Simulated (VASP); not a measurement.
# SnSe (P4/nmm) in VASP: notebook, part 2 of 2

VASP 6.6.1. The steps go on from the part before.

### Step 4. Relaxation of shape and atoms at fixed volume, PBE+D3(BJ) (27.41 Å³/atom)

This run uses another cell than the first one, of 27.41 Å³/atom.

INCAR reads:

```
  PREC = Accurate
  ENCUT = 600
  EDIFF = 1E-6
  ISMEAR = 0
  SIGMA = 0.02
  LREAL = False
  LASPH = True
  NELM = 80
  ALGO = Normal
  ISIF = 4
  LWAVE = False
  LCHARG = False
  GGA = PE
  IVDW = 12
  IBRION = 2
  NSW = 50
  EDIFFG = -0.01
```

KPOINTS reads:

```
regular mesh
0
Gamma
  6 6 6
```

POSCAR reads:

```
SnSe
1.0
    4.2638155977      0.0000000000      0.0000000000
    0.0000000000      4.2638155977      0.0000000000
    0.0000000000      0.0000000000      6.0302208182
Sn Se
2 2
Direct
    0.5000000000      0.0000000000      0.2500887140
    0.0000000000      0.5000000000      0.7499112860
    0.5000000000      0.0000000000      0.7499351865
    0.0000000000      0.5000000000      0.2500648135
```

Potentials or basis: VASP PAW PBE potentials, release 64 (Sn_d, Se).

Launch:

```console
$ cat potpaw_PBE.64/Sn_d/POTCAR potpaw_PBE.64/Se/POTCAR > POTCAR
$ mpirun -np 1 vasp_std > vasp.out
```

OUTCAR:

```text
PREC = Accurate
   ENCUT = 600
   EDIFF = 1E-6
   ISMEAR = 0
   LREAL = False
   LASPH = True
   NELM = 80
   ISIF = 4
   GGA = PE
   IVDW = 12
   IBRION = 2
   NSW = 50
   EDIFFG = -0.01
 IVDW          = 12

 ion  position               nearest neighbor table
   1  0.500  0.000  0.250-   3 3.01   4 3.01   4 3.01   4 3.01   4 3.01   3 3.02
   2  0.000  0.500  0.750-   4 3.01   3 3.01   3 3.01   3 3.01   3 3.01   4 3.02
   3  0.500  0.000  0.750-   1 3.01   2 3.01   2 3.01   2 3.01   2 3.01   1 3.02
   4  0.000  0.500  0.250-   2 3.01   1 3.01   1 3.01   1 3.01   1 3.01   2 3.02

  LATTYP: Found a simple tetragonal cell.
 ALAT       =     4.2638155977
 C/A-ratio  =     1.4142780521

  Lattice vectors:

 A1 = (   4.2638155977,   0.0000000000,   0.0000000000)
 A2 = (   0.0000000000,   4.2638155977,   0.0000000000)
 A3 = (   0.0000000000,   0.0000000000,   6.0302208182)

Analysis of symmetry for initial positions (statically):
=====================================================================
 Subroutine PRICEL returns:
 Original cell was already a primitive cell.

 Routine SETGRP: Setting up the symmetry group for a
 simple tetragonal supercell.

 Subroutine GETGRP returns: Found 16 space group operations
 (whereof  8 operations were pure point group operations)
 out of a pool of 16 trial point group operations.

The static configuration has the point symmetry D_2d.
 The point group associated with its full space group is D_4h.

Analysis of symmetry for dynamics (positions and initial velocities):
=====================================================================
 Subroutine PRICEL returns:
 Original cell was already a primitive cell.

 Routine SETGRP: Setting up the symmetry group for a
 simple tetragonal supercell.

 Subroutine GETGRP returns: Found 16 space group operations
 (whereof  8 operations were pure point group operations)
 out of a pool of 16 trial point group operations.

[... 125 lines left out ...]
     AMIX_MAG =   1.60;   BMIX_MAG =  1.00
  volume/ion in A,a.u.               =      27.41       184.96
  Fermi-wavevector in a.u.,A,eV,Ry     =   1.169818  2.210635 18.619208  1.368473
  Thomas-Fermi vector in A             =   2.306285
   LORBIT       =      0    0 simple, 1 ext, 2 COOP (PROOUT), +10 PAW based schemes
   GGA     = PE    functional components
   LHFCALC =     F    Hartree Fock is set to
   AEXX    =    0.0000 exact exchange contribution
   IVDW    =    12    specifies the selected vdW correction
   LEPSILON=     F    determine dielectric tensor
   LRPA    =     F    only Hartree local field effects (RPA)
 conjugate gradient relaxation of ions
 non-spin polarized calculation
 Gauss-broadening in eV      SIGMA  =   0.02
  energy-cutoff  :      600.00
  volume of cell :      109.63
 maximum number of plane-waves:      3700
 NGX is ok and might be reduce to    36
   NGX = 17   NGY = 17   NGZ = 25

 number of electron      40.0000016 magnetization

 Free energy of the ion-electron system (eV)
  ---------------------------------------------------
  ext. energy  EPLUGINS =         0.00000000
  ---------------------------------------------------
  free energy    TOTEN  =       -16.44296688 eV

  energy without entropy =      -16.44296688  energy(sigma->0) =      -16.44296688

 E-fermi :   5.6893     XC(G=0):  -9.5772

 val. band max:        5.5319642476   @ k =   0.5000   0.0000   0.5000
 cond. band min:       5.9183284618   @ k =   0.5000   0.0000   0.3333
 fundamental gap:      0.3863642142
 Fermi energy:         5.6893082151

 k-point     1 :       0.0000    0.0000    0.0000
  band No.  band energies     occupation
      1     -16.0994      2.00000
      2     -16.0796      2.00000
      3     -16.0742      2.00000
      4     -16.0742      2.00000
      5     -16.0733      2.00000
      6     -16.0720      2.00000
[... 637 lines left out ...]
     23       6.9024      0.00000
     24       6.9024      0.00000

 [... further k-points ...]

------------------------ aborting loop because EDIFF is reached ----------------------------------------

 Edisp (eV)   -1.40594

 E8    (eV) :    -0.6337

  FORCE on cell =-STRESS in cart. coord.  units (eV):
  Direction    XX          YY          ZZ          XY          YZ          ZX
  --------------------------------------------------------------------------------------
  -------------------------------------------------------------------------------------
  Total      -1.01078    -1.01078    -1.00637     0.00000     0.00000     0.00000
  in kB     -14.77194   -14.77194   -14.70746     0.00000     0.00000     0.00000
  external pressure =      -14.75 kB  Pullay stress =        0.00 kB

 VOLUME and BASIS-vectors are now :
 -----------------------------------------------------------------------------
  energy-cutoff  :      600.00
  volume of cell :      109.63
      direct lattice vectors                 reciprocal lattice vectors
     4.263815598  0.000000000  0.000000000     0.234531719  0.000000000  0.000000000
     0.000000000  4.263815598  0.000000000     0.000000000  0.234531719  0.000000000
     0.000000000  0.000000000  6.030220818     0.000000000  0.000000000  0.165831407

 POSITION                                       TOTAL-FORCE (eV/Angst)
 -----------------------------------------------------------------------------------
      2.13191      0.00000      1.50809        -0.000000     -0.000000     -0.000420
      0.00000      2.13191      4.52213         0.000000     -0.000000      0.000420
      2.13191      0.00000      4.52227         0.000000      0.000000      0.000172
      0.00000      2.13191      1.50795         0.000000     -0.000000     -0.000172
 -----------------------------------------------------------------------------------
    total drift:                                0.000000      0.000000      0.000000

  FREE ENERGIE OF THE ION-ELECTRON SYSTEM (eV)
  ---------------------------------------------------
  free  energy   TOTEN  =       -17.8489061810 eV

  energy  without entropy=      -17.8489061810  energy(sigma->0) =      -17.84890618

 reached required accuracy - stopping structural energy minimisation
```

OSZICAR:

```text
N       E                     dE             d eps       ncg     rms          rms(c)
DAV:   1     0.368568293857E+03    0.36857E+03   -0.21433E+04  1928   0.231E+03
DAV:   2     0.308002367121E+02   -0.33777E+03   -0.33448E+03  1976   0.546E+02
DAV:   3    -0.150176557284E+02   -0.45818E+02   -0.45207E+02  2392   0.171E+02
DAV:   4    -0.167638793595E+02   -0.17462E+01   -0.17447E+01  2208   0.357E+01
DAV:   5    -0.168119398090E+02   -0.48060E-01   -0.48054E-01  2680   0.626E+00    0.430E+00
DAV:   6    -0.164399645721E+02    0.37198E+00   -0.12304E+00  2376   0.540E+00    0.260E+00
DAV:   7    -0.164397266415E+02    0.23793E-03   -0.23758E-01  2536   0.199E+00    0.120E+00
DAV:   8    -0.164431193288E+02   -0.33927E-02   -0.27883E-02  2344   0.125E+00    0.138E-01
DAV:   9    -0.164427766030E+02    0.34273E-03   -0.43114E-03  2504   0.443E-01    0.639E-02
DAV:  10    -0.164429489700E+02   -0.17237E-03   -0.41058E-04  2544   0.110E-01    0.236E-02
DAV:  11    -0.164429659159E+02   -0.16946E-04   -0.54651E-05  2464   0.524E-02    0.462E-03
DAV:  12    -0.164429669405E+02   -0.10246E-05   -0.36689E-06  1976   0.182E-02    0.191E-03
DAV:  13    -0.164429668776E+02    0.62902E-07   -0.25516E-07  1536   0.409E-03
   1 F= -.17848906E+02 E0= -.17848906E+02  d E =-.178489E+02
```

CONTCAR:

```text
SnSe
   1.00000000000000
     4.2638155976999998    0.0000000000000000    0.0000000000000000
     0.0000000000000000    4.2638155976999998    0.0000000000000000
     0.0000000000000000    0.0000000000000000    6.0302208182000001
  Sn              Se
     2     2
Direct
     0.5000000000000000    0.0000000000000000    0.2500887140000003
     0.0000000000000000    0.5000000000000000    0.7499112859999997
     0.5000000000000000    0.0000000000000000    0.7499351864999966
     0.0000000000000000    0.5000000000000000    0.2500648135000034

  0.00000000E+00  0.00000000E+00  0.00000000E+00
  0.00000000E+00  0.00000000E+00  0.00000000E+00
  0.00000000E+00  0.00000000E+00  0.00000000E+00
  0.00000000E+00  0.00000000E+00  0.00000000E+00
```

Wall time 4.6 min (1 thread of Intel Xeon 8259CL, shared host); peak memory 0.29 GiB.

What came out:

```yaml
Free_energy: -17.8489 eV
Pressure_after_relaxing: -1.5 GPa
Band_gap_on_the_k_mesh: 0.39 eV
Dispersion_energy_per_atom: -0.351 eV
```

Final structure:
```
Sn Se
1.0
     4.26382    0.00000    0.00000
     0.00000    4.26382    0.00000
     0.00000    0.00000    6.03022
Sn Se
2 2
Direct
  0.50000 0.00000 0.25009
  0.00000 0.50000 0.74991
  0.50000 0.00000 0.74994
  0.00000 0.50000 0.25006
```

Caveat: semilocal functionals underestimate gaps, and a narrow one can read as zero; spin-orbit coupling is left out, which moves the levels of the heavy elements.

### Step 5. The runs side by side

```tsv
cell	gap on the mesh (eV)	pressure (GPa)
relaxed from a = 4.136, b = 4.136, c = 5.849 Å, 4 atoms	0.31	3.8
relaxed from a = 4.179, b = 4.179, c = 5.911 Å, 4 atoms	0.35	1.8
relaxed from a = 4.264, b = 4.264, c = 6.030 Å, 4 atoms	0.39	-1.5
```

Alike in all rows: task relaxation of shape and atoms at fixed volume; level PBE+D3(BJ); potentials or basis VASP PAW PBE potentials, release 64 (Sn_d, Se); no spin polarisation; k mesh 6 × 6 × 6; cutoff (eV) 600; smearing gaussian 0.02 eV.

Caveats: semilocal functionals underestimate gaps, and a narrow one can read as zero; spin-orbit coupling is left out, which moves the levels of the heavy elements.

Total energies depend on the potentials used, so only differences within one code and one set of settings carry meaning.
